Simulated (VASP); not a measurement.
# ZnO (P6_3/mmc) in VASP: notebook

The runs below take ZnO through single point, with LDA.

All numbers are computed with VASP 6.6.1; they aren't measurements. Logs are shortened: lines on timing, memory, paths and dates and some standing lists are left out, and cuts for length are marked.

### Step 1. The cell of the first run

It takes space group P6_3/mmc (No. 194, hexagonal). Conventional cell: a = 3.337 Å, b = 3.337 Å, c = 7.130 Å, α = 90.00°, β = 90.00°, γ = 120.00°. Within 2.6 Å of Zn (site symmetry -6m2) lie 3 O at 1.93 Å. Within 2.6 Å of O (site symmetry -6m2) lie 3 Zn at 1.93 Å.

### Step 2. Single point, LDA (strain +0.015 along x and y, +0.000 along z)

File INCAR:

```
  PREC = Accurate
  ENCUT = 520
  EDIFF = 1E-6
  ISMEAR = 0
  SIGMA = 0.05
  LREAL = F
  LASPH = T
  NELM = 60
  ALGO = Normal
  ISIF = 2
  LWAVE = F
  LCHARG = F
  GGA = CA
  NBANDS = 26
```

File KPOINTS:

```
Automatic mesh
0
Gamma
  9 9 4
```

File POSCAR:

```
ZnO
1.0
    3.3372866661      0.0000000000      0.0000000000
   -1.6686433330      2.8901750325      0.0000000000
    0.0000000000      0.0000000000      7.1304413500
Zn O
2 2
Direct
    0.0000000000      0.0000000000      0.7500000000
    0.0000000000      0.0000000000      0.2500000000
    0.3333333333      0.6666666667      0.2500000000
    0.6666666667      0.3333333333      0.7500000000
```

Potentials or basis: VASP PAW LDA potentials, release 64 (Zn, O).

Started as:

```bash
$ cat potpaw_LDA.64/Zn/POTCAR potpaw_LDA.64/O/POTCAR > POTCAR
$ mpirun -np 1 vasp_std > vasp.out
```

OUTCAR:

```text
PREC = Accurate
   ENCUT = 520
   EDIFF = 1E-6
   ISMEAR = 0
   LREAL = F
   LASPH = T
   NELM = 60
   ISIF = 2
   GGA = CA

 ion  position               nearest neighbor table
   1  0.000  0.000  0.750-   4 1.93   4 1.93   4 1.93
   2  0.000  0.000  0.250-   3 1.93   3 1.93   3 1.93
   3  0.333  0.667  0.250-   2 1.93   2 1.93   2 1.93
   4  0.667  0.333  0.750-   1 1.93   1 1.93   1 1.93

  LATTYP: Found a hexagonal cell.
 ALAT       =     3.3372866661
 C/A-ratio  =     2.1365983997

  Lattice vectors:

 A1 = (   3.3372866661,   0.0000000000,   0.0000000000)
 A2 = (  -1.6686433330,   2.8901750325,   0.0000000000)
 A3 = (   0.0000000000,   0.0000000000,   7.1304413500)

Analysis of symmetry for initial positions (statically):
=====================================================================
 Subroutine PRICEL returns:
 Original cell was already a primitive cell.

 Routine SETGRP: Setting up the symmetry group for a
 hexagonal supercell.

 Subroutine GETGRP returns: Found 24 space group operations
 (whereof 12 operations were pure point group operations)
 out of a pool of 24 trial point group operations.

The static configuration has the point symmetry D_3d.
 The point group associated with its full space group is D_6h.

Analysis of symmetry for dynamics (positions and initial velocities):
=====================================================================
 Subroutine PRICEL returns:
 Original cell was already a primitive cell.

 Routine SETGRP: Setting up the symmetry group for a
 hexagonal supercell.

 Subroutine GETGRP returns: Found 24 space group operations
 (whereof 12 operations were pure point group operations)
 out of a pool of 24 trial point group operations.

The dynamic configuration has the point symmetry D_3d.
 The point group associated with its full space group is D_6h.

 Subroutine INISYM returns: Found 24 space group operations
 (whereof 12 operations are pure point group operations),
 and found     1 'primitive' translations

----------------------------------------------------------------------------------------

                                     Primitive cell

  volume of cell :      68.7755

  direct lattice vectors                    reciprocal lattice vectors
     3.337286666  0.000000000  0.000000000     0.299644622  0.172999903  0.000000000
    -1.668643333  2.890175033  0.000000000     0.000000000  0.345999806  0.000000000
     0.000000000  0.000000000  7.130441350     0.000000000  0.000000000  0.140243773

  length of vectors
     3.337286666  3.337286666  7.130441350     0.345999806  0.345999806  0.140243773

  position of ions in fractional coordinates (direct lattice)
     0.000000000  0.000000000  0.750000000
     0.000000000  0.000000000  0.250000000
     0.333333333  0.666666667  0.250000000
     0.666666667  0.333333333  0.750000000

  ion indices of the primitive-cell ions
   primitive index   ion index
                 1           1
                 2           2
                 3           3
                 4           4

----------------------------------------------------------------------------------------

 KPOINTS: Automatic mesh

Automatic generation of k-mesh.
 Grid dimensions read from file:
 generate k-points for:    9    9    4

 Generating k-lattice:

  Cartesian coordinates                     Fractional coordinates (reciprocal lattice)
     0.033293847  0.019222211  0.000000000     0.111111111  0.000000000  0.000000000
     0.000000000  0.038444423  0.000000000     0.000000000  0.111111111  0.000000000
     0.000000000  0.000000000  0.035060943     0.000000000  0.000000000  0.250000000

  Length of vectors
     0.038444423  0.038444423  0.035060943

  Shift w.r.t. Gamma in fractional coordinates (k-lattice)
     0.000000000  0.000000000  0.000000000

 Subroutine IBZKPT returns following result:
 ===========================================

 Found     36 irreducible k-points:

 Following reciprocal coordinates:
            Coordinates               Weight
  0.000000  0.000000  0.000000      1.000000
  0.111111 -0.000000  0.000000      6.000000
  0.222222  0.000000  0.000000      6.000000
  0.333333  0.000000  0.000000      6.000000
  0.444444  0.000000  0.000000      6.000000
  0.111111  0.111111  0.000000      6.000000
[... 16 lines left out ...]
  0.333333  0.222222  0.250000     24.000000
  0.333333  0.333333  0.250000      4.000000
 [... further k-points ...]
   k-points           NKPTS =     36   k-points in BZ     NKDIM =     36   number of bands    NBANDS=     26
   number of dos      NEDOS =    301   number of ions     NIONS =      4
   total plane-waves  NPLWV =  42336
   dimension x,y,z NGX =    28 NGY =   28 NGZ =   54
   dimension x,y,z NGXF=    56 NGYF=   56 NGZF=  108
   ions per type =               2   2
   NGX,Y,Z   is equivalent  to a cutoff of  13.95, 13.95, 12.59 a.u.
   NGXF,Y,Z  is equivalent  to a cutoff of  27.90, 27.90, 25.18 a.u.
 SYSTEM =  unknown system
   PREC   = accura    normal or accurate (medium, high low for compatibility)
   ISTART =      0    job   : 0-new  1-cont  2-samecut
   ICHARG =      2    charge: 1-file 2-atom 10-const
   ISPIN  =      1    spin polarized calculation?
   LNONCOLLINEAR =      F non collinear calculations
   LSORBIT =      F    spin-orbit coupling
   LASPH  =      T    aspherical Exc in radial PAW
   ENCUT  =  520.0 eV  38.22 Ry    6.18 a.u.   6.21  6.21 13.26*2*pi/ulx,y,z
   NELM   =     60;   NELMIN=  2; NELMDL= -5     # of ELM steps
   EDIFF  = 0.1E-05   stopping-criterion for ELM
   LREAL  =      F    real-space projection
   EDIFFG = 0.1E-04   stopping-criterion for IOM
   NSW    =      0    number of steps for IOM
   IBRION =     -1    ionic relax: 0-MD 1-quasi-New 2-CG
   NFREE  =      0    steps in history (QN), initial steepest desc. (CG)
   ISIF   =      2    stress and relaxation
   ISYM   =      2    0-nonsym 1-usesym 2-fastsym
   POTIM  = 0.5000    time-step for ionic-motion
   TEBEG  =    0.0;   TEEND  =   0.0 temperature during run
   PSTRESS=    0.0 pullay stress
   NELECT =      36.0000    total number of electrons
   NUPDOWN=      -1.0000    fix difference up-down
   EMIN   =  10.00;   EMAX   =-10.00  energy-range for DOS
   EFERMI =   0.00;   METHOD = LEGACY
   ISMEAR =     0;   SIGMA  =   0.05  broadening in eV -4-tet -1-fermi 0-gaus
   EFERMI_NEDOS =   21; number of points for ismear=-14 and -15
   IALGO  =     38    algorithm
   IMIX   =      4    mixing-type and parameters
     AMIX     =   0.40;   BMIX     =  1.00
     AMIX_MAG =   1.60;   BMIX_MAG =  1.00
  volume/ion in A,a.u.               =      17.19       116.03
  Fermi-wavevector in a.u.,A,eV,Ry     =   1.319363  2.493235 23.683917  1.740719
  Thomas-Fermi vector in A             =   2.449267
   LORBIT       =      0    0 simple, 1 ext, 2 COOP (PROOUT), +10 PAW based schemes
   GGA     = CA    functional components
   LHFCALC =     F    Hartree Fock is set to
   AEXX    =    0.0000 exact exchange contribution
   IVDW    =     0    specifies the selected vdW correction
   LEPSILON=     F    determine dielectric tensor
   LRPA    =     F    only Hartree local field effects (RPA)
 non-spin polarized calculation
 Gauss-broadening in eV      SIGMA  =   0.05
  energy-cutoff  :      520.00
  volume of cell :       68.78
 maximum number of plane-waves:      1881
 NGX is ok and might be reduce to    28
   NGX = 13   NGY = 13   NGZ = 27

 number of electron      36.0000021 magnetization

 Free energy of the ion-electron system (eV)
  ---------------------------------------------------
  ext. energy  EPLUGINS =         0.00000000
  ---------------------------------------------------
  free energy    TOTEN  =       -19.60149772 eV

  energy without entropy =      -19.60149772  energy(sigma->0) =      -19.60149772

 E-fermi :  -1.2066     XC(G=0):  -9.3985

 val. band max:       -1.4228127949   @ k =   0.0000   0.0000   0.0000
 cond. band min:      -0.6918965299   @ k =   0.0000   0.0000   0.0000
 fundamental gap:      0.7309162650
 Fermi energy:        -1.2065550233

 k-point     1 :       0.0000    0.0000    0.0000
  band No.  band energies     occupation
      1     -18.2385      2.00000
      2     -18.1524      2.00000
      3      -7.3601      2.00000
      4      -7.3601      2.00000
      5      -7.3451      2.00000
      6      -7.3451      2.00000
[... 18 lines left out ...]
     25      10.9797      0.00000
     26      11.7853      0.00000

 k-point     2 :       0.1111   -0.0000    0.0000
  band No.  band energies     occupation
      1     -18.1841      2.00000
      2     -18.1029      2.00000
      3      -7.3782      2.00000
      4      -7.3656      2.00000
      5      -7.2849      2.00000
      6      -7.2699      2.00000
[... 18 lines left out ...]
     25      10.8893      0.00000
     26      11.1943      0.00000

 k-point     3 :       0.2222    0.0000    0.0000
  band No.  band energies     occupation
      1     -18.0427      2.00000
      2     -17.9756      2.00000
      3      -7.3858      2.00000
      4      -7.3787      2.00000
      5      -7.0761      2.00000
      6      -7.0616      2.00000
[... 18 lines left out ...]
     25      10.6028      0.00000
     26      11.6924      0.00000

 k-point     4 :       0.3333    0.0000    0.0000
  band No.  band energies     occupation
      1     -17.8749      2.00000
      2     -17.8287      2.00000
      3      -7.3024      2.00000
      4      -7.2988      2.00000
      5      -6.7939      2.00000
      6      -6.7818      2.00000
[... 18 lines left out ...]
     25      10.4778      0.00000
     26      11.5984      0.00000
[... 496 lines left out ...]
      1     -17.7957      2.00000
      2     -17.7705      2.00000
      3      -7.2125      2.00000
      4      -7.2096      2.00000
      5      -6.5954      2.00000
      6      -6.5911      2.00000
[... 18 lines left out ...]
     25       9.3003      0.00000
     26      10.5603      0.00000

 k-point    23 :       0.3333    0.2222    0.2500
  band No.  band energies     occupation
      1     -17.7088      2.00000
      2     -17.6974      2.00000
      3      -7.0441      2.00000
      4      -7.0387      2.00000
      5      -6.6034      2.00000
      6      -6.5374      2.00000
[... 18 lines left out ...]
     25       8.7636      0.00000
     26       9.4784      0.00000

 k-point    24 :       0.3333    0.3333    0.2500
  band No.  band energies     occupation
      1     -17.6760      2.00000
      2     -17.6760      2.00000
      3      -6.9637      2.00000
      4      -6.9523      2.00000
      5      -6.5714      2.00000
      6      -6.5714      2.00000
[... 18 lines left out ...]
     25       8.2222      0.00000
     26       8.7232      0.00000

 [... further k-points ...]
[... 5 lines left out ...]
  --------------------------------------------------------------------------------------
  -------------------------------------------------------------------------------------
  Total       -6.4869629     -6.4869629     -0.7815486     -0.0000000      0.0000000      0.0000000
  in kB     -151.1186023   -151.1186023    -18.2067533     -0.0000000      0.0000000      0.0000000
  external PRESSURE =    -106.8146526 kB  Pullay stress =       0.0000000 kB

 VOLUME and BASIS-vectors are now :
 -----------------------------------------------------------------------------
  energy-cutoff  :      520.00
  volume of cell :       68.78
      direct lattice vectors                 reciprocal lattice vectors
     3.337286666  0.000000000  0.000000000     0.299644622  0.172999903  0.000000000
    -1.668643333  2.890175033  0.000000000     0.000000000  0.345999806  0.000000000
     0.000000000  0.000000000  7.130441350     0.000000000  0.000000000  0.140243773

 POSITION                                       TOTAL-FORCE (eV/Angst)
 -----------------------------------------------------------------------------------
      0.00000      0.00000      5.34783         0.000000      0.000000      0.000000
      0.00000      0.00000      1.78261        -0.000000      0.000000     -0.000000
     -0.00000      1.92678      1.78261        -0.000000     -0.000000     -0.000000
      1.66864      0.96339      5.34783         0.000000      0.000000      0.000000
 -----------------------------------------------------------------------------------
    total drift:                                0.000000     -0.000000      0.000000

  FREE ENERGIE OF THE ION-ELECTRON SYSTEM (eV)
  ---------------------------------------------------
  free  energy   TOTEN  =       -19.6014977208 eV

  energy  without entropy=      -19.6014977208  energy(sigma->0) =      -19.60149772
```

Run time: 28 s. Hardware: 1 thread of Intel Xeon 6975P-C (Granite Rapids), shared host; peak memory 0.19 GiB.

Results:

* Free energy: -19.6015 eV
* Pressure: -10.7 GPa
* Band gap on the k mesh: 0.73 eV, direct

Caveat: the cell differs from its parent crystal (strain +0.015 along x and y, +0.000 along z).

(Part 1 of 2 ends here.)
